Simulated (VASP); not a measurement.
# Ru (P6_3/mmc) in VASP: further runs, part 2 of 2

VASP 6.6.1. Earlier steps stand in the parts before.

### 3 Single point, BLYP

INCAR

```
SYSTEM = Ru
PREC = Accurate ; ENCUT = 520
EDIFF = 1E-6 ; ISMEAR = -1
SIGMA = 0.1 ; LREAL = .FALSE.
LASPH = .TRUE. ; NELM = 100
ALGO = Normal ; ISIF = 2
LWAVE = .FALSE. ; LCHARG = .TRUE.
GGA = B5 ; ALDAX = 1.0
AGGAX = 1.0 ; AGGAC = 1.0
ALDAC = 0.0 ; LELF = .TRUE.
LVHAR = .TRUE. ; NBANDS = 21
```

KPOINTS

```
regular mesh
0
G
  13 13 8
  0 0 0
```

POSCAR

```
Ru
1.0
    2.7683314406      0.0000000000      0.0000000000
   -1.3841657203      2.3974453537      0.0000000000
    0.0000000000      0.0000000000      4.3482744640
Ru
2
Direct
    0.3333333333      0.6666666667      0.2500000000
    0.6666666667      0.3333333333      0.7500000000
```

Potentials or basis: VASP PAW PBE potentials, release 64 (Ru_pv).

Command:

```console
$ cat potpaw_PBE.64/Ru_pv/POTCAR > POTCAR
$ mpirun -np 1 vasp_std > vasp.out
```

OUTCAR:

```text
SYSTEM = Ru
   PREC = Accurate
   ENCUT = 520
   EDIFF = 1E-6
   ISMEAR = -1
   LREAL = .FALSE.
   LASPH = .TRUE.
   NELM = 100
   ISIF = 2
   GGA = B5

 ion  position               nearest neighbor table
   1  0.333  0.667  0.250-   2 2.70   2 2.70   2 2.70   2 2.70   2 2.70   2 2.70
   2  0.667  0.333  0.750-   1 2.70   1 2.70   1 2.70   1 2.70   1 2.70   1 2.70

  LATTYP: Found a hexagonal cell.
 ALAT       =     2.7683314406
 C/A-ratio  =     1.5707203264

  Lattice vectors:

 A1 = (   2.7683314406,   0.0000000000,   0.0000000000)
 A2 = (  -1.3841657203,   2.3974453537,   0.0000000000)
 A3 = (   0.0000000000,   0.0000000000,   4.3482744640)

Analysis of symmetry for initial positions (statically):
=====================================================================
 Subroutine PRICEL returns:
 Original cell was already a primitive cell.

 Routine SETGRP: Setting up the symmetry group for a
 hexagonal supercell.

 Subroutine GETGRP returns: Found 24 space group operations
 (whereof 12 operations were pure point group operations)
 out of a pool of 24 trial point group operations.

The static configuration has the point symmetry D_3d.
 The point group associated with its full space group is D_6h.

Analysis of symmetry for dynamics (positions and initial velocities):
=====================================================================
 Subroutine PRICEL returns:
 Original cell was already a primitive cell.

 Routine SETGRP: Setting up the symmetry group for a
 hexagonal supercell.

 Subroutine GETGRP returns: Found 24 space group operations
 (whereof 12 operations were pure point group operations)
 out of a pool of 24 trial point group operations.

The dynamic configuration has the point symmetry D_3d.
 The point group associated with its full space group is D_6h.

 Subroutine INISYM returns: Found 24 space group operations
 (whereof 12 operations are pure point group operations),
 and found     1 'primitive' translations

----------------------------------------------------------------------------------------

                                     Primitive cell

  volume of cell :      28.8592

  direct lattice vectors                    reciprocal lattice vectors
     2.768331441  0.000000000  0.000000000     0.361228423  0.208555327  0.000000000
    -1.384165720  2.397445354  0.000000000     0.000000000  0.417110654  0.000000000
     0.000000000  0.000000000  4.348274464     0.000000000  0.000000000  0.229976283

  length of vectors
     2.768331441  2.768331441  4.348274464     0.417110654  0.417110654  0.229976283

  position of ions in fractional coordinates (direct lattice)
     0.333333333  0.666666667  0.250000000
     0.666666667  0.333333333  0.750000000

  ion indices of the primitive-cell ions
   primitive index   ion index
                 1           1
                 2           2

----------------------------------------------------------------------------------------

 KPOINTS: regular mesh

Automatic generation of k-mesh.
 Grid dimensions read from file:
 generate k-points for:   13   13    8

 Generating k-lattice:

  Cartesian coordinates                     Fractional coordinates (reciprocal lattice)
     0.027786802  0.016042717  0.000000000     0.076923077  0.000000000  0.000000000
     0.000000000  0.032085435  0.000000000     0.000000000  0.076923077  0.000000000
     0.000000000  0.000000000  0.028747035     0.000000000  0.000000000  0.125000000

  Length of vectors
     0.032085435  0.032085435  0.028747035

  Shift w.r.t. Gamma in fractional coordinates (k-lattice)
     0.000000000  0.000000000  0.000000000

 Subroutine IBZKPT returns following result:
 ===========================================

 Found    105 irreducible k-points:

 Following reciprocal coordinates:
            Coordinates               Weight
  0.000000  0.000000  0.000000      1.000000
  0.076923  0.000000  0.000000      6.000000
  0.153846  0.000000  0.000000      6.000000
  0.230769  0.000000  0.000000      6.000000
  0.307692  0.000000  0.000000      6.000000
  0.384615  0.000000  0.000000      6.000000
[... 16 lines left out ...]
  0.076923  0.000000  0.125000     12.000000
  0.153846  0.000000  0.125000     12.000000
 [... further k-points ...]
   k-points           NKPTS =    105   k-points in BZ     NKDIM =    105   number of bands    NBANDS=     21
   number of dos      NEDOS =    301   number of ions     NIONS =      2
   total plane-waves  NPLWV =  18432
   dimension x,y,z NGX =    24 NGY =   24 NGZ =   32
   dimension x,y,z NGXF=    48 NGYF=   48 NGZF=   64
   ions per type =               2
   NGX,Y,Z   is equivalent  to a cutoff of  14.41, 14.41, 12.23 a.u.
   NGXF,Y,Z  is equivalent  to a cutoff of  28.83, 28.83, 24.47 a.u.
 SYSTEM =  Ru
   PREC   = accura    normal or accurate (medium, high low for compatibility)
   ISTART =      0    job   : 0-new  1-cont  2-samecut
   ICHARG =      2    charge: 1-file 2-atom 10-const
   ISPIN  =      1    spin polarized calculation?
   LNONCOLLINEAR =      F non collinear calculations
   LSORBIT =      F    spin-orbit coupling
   LASPH  =      T    aspherical Exc in radial PAW
   ENCUT  =  520.0 eV  38.22 Ry    6.18 a.u.   5.15  5.15  8.08*2*pi/ulx,y,z
   NELM   =    100;   NELMIN=  2; NELMDL= -5     # of ELM steps
   EDIFF  = 0.1E-05   stopping-criterion for ELM
   LREAL  =      F    real-space projection
   EDIFFG = 0.1E-04   stopping-criterion for IOM
   NSW    =      0    number of steps for IOM
   IBRION =     -1    ionic relax: 0-MD 1-quasi-New 2-CG
   NFREE  =      0    steps in history (QN), initial steepest desc. (CG)
   ISIF   =      2    stress and relaxation
   ISYM   =      2    0-nonsym 1-usesym 2-fastsym
   POTIM  = 0.5000    time-step for ionic-motion
   TEBEG  =    0.0;   TEEND  =   0.0 temperature during run
   PSTRESS=    0.0 pullay stress
   NELECT =      28.0000    total number of electrons
   NUPDOWN=      -1.0000    fix difference up-down
   EMIN   =  10.00;   EMAX   =-10.00  energy-range for DOS
   EFERMI =   0.00;   METHOD = LEGACY
   ISMEAR =    -1;   SIGMA  =   0.10  broadening in eV -4-tet -1-fermi 0-gaus
   EFERMI_NEDOS =   21; number of points for ismear=-14 and -15
   IALGO  =     38    algorithm
   IMIX   =      4    mixing-type and parameters
     AMIX     =   0.40;   BMIX     =  1.00
     AMIX_MAG =   1.60;   BMIX_MAG =  1.00
  volume/ion in A,a.u.               =      14.43        97.38
  Fermi-wavevector in a.u.,A,eV,Ry     =   1.620689  3.062657 35.737494  2.626632
  Thomas-Fermi vector in A             =   2.714587
   LORBIT       =      0    0 simple, 1 ext, 2 COOP (PROOUT), +10 PAW based schemes
   GGA     = B5    functional components
   LHFCALC =     F    Hartree Fock is set to
   AEXX    =    0.0000 exact exchange contribution
   IVDW    =     0    specifies the selected vdW correction
   LEPSILON=     F    determine dielectric tensor
   LRPA    =     F    only Hartree local field effects (RPA)
 non-spin polarized calculation
  energy-cutoff  :      520.00
  volume of cell :       28.86
 maximum number of plane-waves:       796
 NGX is ok and might be reduce to    24
   NGX = 11   NGY = 11   NGZ = 17

 number of electron      28.0000012 magnetization

 Free energy of the ion-electron system (eV)
  ---------------------------------------------------
  ext. energy  EPLUGINS =         0.00000000
  ---------------------------------------------------
  free energy    TOTEN  =       -15.87890078 eV

  energy without entropy =      -15.81742285  energy(sigma->0) =      -15.84816181

 E-fermi :  12.3244     XC(G=0): -13.0819

 val. band max:       12.3176880795   @ k =   0.2308   0.0769   0.2500
 cond. band min:      12.3625975918   @ k =   0.3077   0.1538   0.2500
 fundamental gap:      0.0449095124
 Fermi energy:        12.3244416171

 k-point     1 :       0.0000    0.0000    0.0000
  band No.  band energies     occupation
      1     -31.0064      2.00000
      2     -30.2341      2.00000
      3     -30.2341      2.00000
      4     -30.0858      2.00000
      5     -30.0858      2.00000
      6     -30.0469      2.00000
[... 13 lines left out ...]
     20      22.4895      0.00000
     21      22.5192      0.00000
[... 529 lines left out ...]
 k-point    24 :       0.1538    0.0000    0.1250
  band No.  band energies     occupation
      1     -30.9145      2.00000
      2     -30.3531      2.00000
      3     -30.2710      2.00000
      4     -30.2439      2.00000
      5     -30.1108      2.00000
      6     -30.0935      2.00000
[... 13 lines left out ...]
     20      22.4893      0.00000
     21      22.8713      0.00000

 [... further k-points ...]

------------------------ aborting loop because EDIFF is reached ----------------------------------------

  FORCE on cell =-STRESS in cart. coord.  units (eV):
  Direction    XX          YY          ZZ          XY          YZ          ZX
  --------------------------------------------------------------------------------------
  -------------------------------------------------------------------------------------
  Total        0.1152415      0.1152415      0.1268197     -0.0000000      0.0000000     -0.0000000
  in kB        6.3978745      6.3978745      7.0406647     -0.0000000      0.0000000     -0.0000000
  external PRESSURE =       6.6121379 kB  Pullay stress =       0.0000000 kB

 VOLUME and BASIS-vectors are now :
 -----------------------------------------------------------------------------
  energy-cutoff  :      520.00
  volume of cell :       28.86
      direct lattice vectors                 reciprocal lattice vectors
     2.768331441  0.000000000  0.000000000     0.361228423  0.208555327  0.000000000
    -1.384165720  2.397445354  0.000000000     0.000000000  0.417110654  0.000000000
     0.000000000  0.000000000  4.348274464     0.000000000  0.000000000  0.229976283

 POSITION                                       TOTAL-FORCE (eV/Angst)
 -----------------------------------------------------------------------------------
     -0.00000      1.59830      1.08707         0.000000     -0.000000      0.000000
      1.38417      0.79915      3.26121        -0.000000      0.000000      0.000000
 -----------------------------------------------------------------------------------
    total drift:                               -0.000000      0.000000     -0.000000

  FREE ENERGIE OF THE ION-ELECTRON SYSTEM (eV)
  ---------------------------------------------------
  free  energy   TOTEN  =       -15.8789007795 eV

  energy  without entropy=      -15.8174228471  energy(sigma->0) =      -15.84816181
```

OSZICAR:

```text
N       E                     dE             d eps       ncg     rms          rms(c)
DAV:   1     0.290849674550E+03    0.29085E+03   -0.17667E+04  4426   0.147E+03
DAV:   2    -0.112100620242E+02   -0.30206E+03   -0.29298E+03  4540   0.441E+02
DAV:   3    -0.170515190192E+02   -0.58415E+01   -0.58002E+01  5170   0.688E+01
DAV:   4    -0.170962909785E+02   -0.44772E-01   -0.44707E-01  5686   0.571E+00
DAV:   5    -0.170967497001E+02   -0.45872E-03   -0.45648E-03  4994   0.514E-01    0.148E+01
DAV:   6    -0.159294544681E+02    0.11673E+01   -0.28595E+00  5150   0.161E+01    0.360E+00
DAV:   7    -0.158852672948E+02    0.44187E-01   -0.38816E-01  5060   0.406E+00    0.903E-01
DAV:   8    -0.158790984704E+02    0.61688E-02   -0.15278E-02  4784   0.118E+00    0.331E-01
DAV:   9    -0.158788851920E+02    0.21328E-03   -0.58841E-04  5135   0.247E-01    0.252E-02
DAV:  10    -0.158789026948E+02   -0.17503E-04   -0.58133E-05  4935   0.752E-02    0.169E-02
DAV:  11    -0.158789007135E+02    0.19813E-05   -0.96759E-06  4925   0.274E-02    0.140E-03
DAV:  12    -0.158789007795E+02   -0.66026E-07   -0.86488E-08  2805   0.279E-03
   1 F= -.15878901E+02 E0= -.15848162E+02  d E =-.614779E-01
```

Run time: 21 s. Hardware: 1 thread of Intel Xeon 6975P-C (Granite Rapids), shared host; peak memory 0.18 GiB.

What came out:

```
Free energy            : -15.8789 eV
Pressure               : 0.7 GPa
Band gap on the k mesh : zero (band 14 reaches 13.63 eV, above the bottom of band 15 at 10.83 eV)
```

Caveat: the PAW data sets were made with another functional, which shifts forces and pressure a little.

### 4 Single point, BLYP (volume scaled by 1.08)

INCAR

```
SYSTEM = Ru
AGGAC = 1.0
AGGAX = 1.0
ALDAC = 0.0
ALDAX = 1.0
ALGO = Normal
EDIFF = 1E-6
ENCUT = 520
GGA = B5
ISIF = 2
ISMEAR = -1
LASPH = .True.
LCHARG = .False.
LREAL = .False.
LWAVE = .False.
NBANDS = 21
NELM = 80
PREC = Accurate
SIGMA = 0.1
```

KPOINTS

```
k-points
0
Gamma
  21 21 12
  0 0 0
```

POSCAR

```
Ru
1.0
    2.8402681055      0.0000000000      0.0000000000
   -1.4201340527      2.4597443330      0.0000000000
    0.0000000000      0.0000000000      4.4612668458
Ru
2
Direct
    0.3333333333      0.6666666667      0.2500000000
    0.6666666667      0.3333333333      0.7500000000
```

Command:

```console
$ cat potpaw_PBE.64/Ru_pv/POTCAR > POTCAR
$ mpirun -np 1 vasp_std > vasp.out
```

Run time: 92 s. Hardware: 1 thread of Intel Xeon 6975P-C, shared host; peak memory 0.29 GiB.

The run converged. Its results:

```
Free energy            : -15.7576 eV
Pressure               : -16.5 GPa
Band gap on the k mesh : zero (band 14 reaches 12.20 eV, above the bottom of band 15 at 9.64 eV)
```

Stress tensor (GPa, compression positive):
```
-16.27   0.00   0.00
  0.00 -16.27   0.00
  0.00   0.00 -17.04
```

Levels at points of the mesh, in eV from the Fermi level:
```csv
k point,band 10,band 11,band 12,band 13,band 14,band 15,band 16,band 17,band 18,band 19
"(0.00, 0.00, 0.00)",-2.12,-1.93,-1.57,-1.57,-1.21,-1.21,0.93,0.93,1.56,8.87
"(0.00, 0.00, 0.50)",-2.28,-2.28,-2.28,-2.18,-2.18,0.39,0.39,0.39,0.39,10.28
```

Caveat: the PAW data sets were made with another functional, which shifts forces and pressure a little.

### 5 Single point, BLYP (volume scaled by 1.12)

INCAR

```
SYSTEM = Ru
AGGAC    = 1.0          
AGGAX    = 1.0          
ALDAC    = 0.0          
ALDAX    = 1.0          
ALGO     = Normal         ! electronic algorithm
EDIFF    = 1E-6           ! SCF threshold, eV
ENCUT    = 520            ! plane-wave cutoff, eV
GGA      = B5             ! functional
ISIF     = 2              ! what is computed and relaxed
ISMEAR   = -1             ! smearing method
LASPH    = .True.         ! aspherical terms in the spheres
LCHARG   = .False.        ! write CHGCAR
LREAL    = .False.        ! projectors in reciprocal space
LWAVE    = .False.        ! write WAVECAR
NBANDS   = 21             ! bands
NELM     = 80             ! most SCF steps
PREC     = Accurate       ! precision mode
SIGMA    = 0.1            ! smearing width, eV
```

KPOINTS is that of step 4.

POSCAR

```
Ru
1.0
    2.8749089355      0.0000000000      0.0000000000
   -1.4374544677      2.4897441717      0.0000000000
    0.0000000000      0.0000000000      4.5156779016
Ru
2
Direct
    0.3333333333      0.6666666667      0.2500000000
    0.6666666667      0.3333333333      0.7500000000
```

Command:

```console
$ cat potpaw_PBE.64/Ru_pv/POTCAR > POTCAR
$ mpirun -np 1 vasp_std > vasp.out
```

Run time: 2.3 min. Hardware: 1 thread of Intel Xeon 6975P-C, shared host; peak memory 0.3 GiB.

The run converged. Its results:

```
Free energy            : -15.6173 eV
Pressure               : -22.4 GPa
Band gap on the k mesh : zero (band 14 reaches 11.55 eV, above the bottom of band 15 at 9.14 eV)
```

Stress tensor (GPa, compression positive):
```
-21.99   0.00   0.00
  0.00 -21.99   0.00
  0.00   0.00 -23.27
```

Levels at points of the mesh, in eV from the Fermi level:
```
           k point  band 12  band 13  band 14  band 15  band 16  band 17
(0.00, 0.00, 0.00)    -1.49    -1.49    -1.15    -1.15     0.88     0.88
(0.00, 0.00, 0.50)    -2.16    -2.08    -2.08     0.36     0.36     0.36
```

Caveat: the PAW data sets were made with another functional, which shifts forces and pressure a little.

### 6 Single point, BLYP, collinear spin, ferromagnetic start

INCAR

```
SYSTEM = Ru
AGGAC = 1.0
AGGAX = 1.0
ALDAC = 0.0
ALDAX = 1.0
ALGO = Normal
EDIFF = 1E-6
ENCUT = 520
GGA = B5
ISIF = 2
ISMEAR = -1
ISPIN = 2
LASPH = .True.
LCHARG = .False.
LMAXMIX = 4
LORBIT = 11
LREAL = .False.
LWAVE = .False.
MAGMOM = 1 1
NBANDS = 25
NELM = 150
PREC = Accurate
SIGMA = 0.1
```

KPOINTS

```
k-points
0
Gamma
  7 7 4
  0 0 0
```

POSCAR

```
Ru
1.0
    2.7685637256      0.0000000000      0.0000000000
   -1.3842818628      2.3976465184      0.0000000000
    0.0000000000      0.0000000000      4.3443274268
Ru
2
Direct
    0.3333333333      0.6666666667      0.2500000000
    0.6666666667      0.3333333333      0.7500000000
```

Potentials or basis: VASP PAW PBE potentials, release 64 (Ru_pv).

Command:

```console
$ cat potpaw_PBE.64/Ru_pv/POTCAR > POTCAR
$ mpirun -np 1 vasp_std > vasp.out
```

It took 62 s on 1 thread of Intel Xeon 8259CL, shared host; peak memory 0.17 GiB.

Results (log left out):

| Item | Value |
| --- | --- |
| Free energy | -15.8528 eV |
| Pressure | 1.4 GPa |
| Band gap on the k mesh | zero (filled and empty bands overlap) |
| Net moment | 0.00 μB per cell |
| Valence electrons inside the program's atomic spheres | Ru 12.61 |

Stress tensor (GPa, compression positive):
```
 2.06  0.00  0.00
 0.00  2.06  0.00
 0.00  0.00 -0.06
```

Levels at points of the mesh, in eV from the Fermi level:
Spin up:
```csv
k point,band 12,band 13,band 14,band 15,band 16,band 17
"(0.00, 0.00, 0.00)",-1.76,-1.76,-1.39,-1.39,1.02,1.02
"(0.00, 0.00, 0.50)",-2.57,-2.45,-2.45,0.44,0.44,0.44
```
Spin down:
```tsv
k point	band 11	band 12	band 13	band 14	band 15	band 16	band 17	band 18
(0.00, 0.00, 0.00)	-2.20	-1.76	-1.76	-1.39	-1.39	1.02	1.02	1.58
(0.00, 0.00, 0.50)	-2.57	-2.57	-2.45	-2.45	0.44	0.44	0.44	0.44
```

Caveat: the k points lie up to 0.37 Å⁻¹ apart; the PAW data sets were made with another functional, which shifts forces and pressure a little.

### 7 The runs side by side

| spin | cell | k mesh | gap on the mesh (eV) | pressure (GPa) |
| --- | --- | --- | --- | --- |
| off | a = 2.768, b = 2.768, c = 4.348 Å, angles 90.0, 90.0, 120.0°, 2 atoms | 7 × 7 × 4 | none | 1.1 |
| off | a = 2.768, b = 2.768, c = 4.348 Å, angles 90.0, 90.0, 120.0°, 2 atoms | 13 × 13 × 8 | none | 0.7 |
| off | a = 2.840, b = 2.840, c = 4.461 Å, angles 90.0, 90.0, 120.0°, 2 atoms | 21 × 21 × 12 | none | -16.5 |
| off | a = 2.875, b = 2.875, c = 4.516 Å, angles 90.0, 90.0, 120.0°, 2 atoms | 21 × 21 × 12 | none | -22.4 |
| collinear, ferromagnetic start | a = 2.769, b = 2.769, c = 4.344 Å, angles 90.0, 90.0, 120.0°, 2 atoms | 7 × 7 × 4 | none | 1.4 |

Alike in all rows: task single point; level BLYP; potentials or basis VASP PAW PBE potentials, release 64 (Ru_pv); cutoff (eV) 520; smearing fermi-dirac 0.1 eV.

Caveats: some runs use coarse meshes; the PAW data sets were made with another functional, which shifts forces and pressure a little.

Total energies depend on the potentials used, so only differences within one code and one set of settings carry meaning.
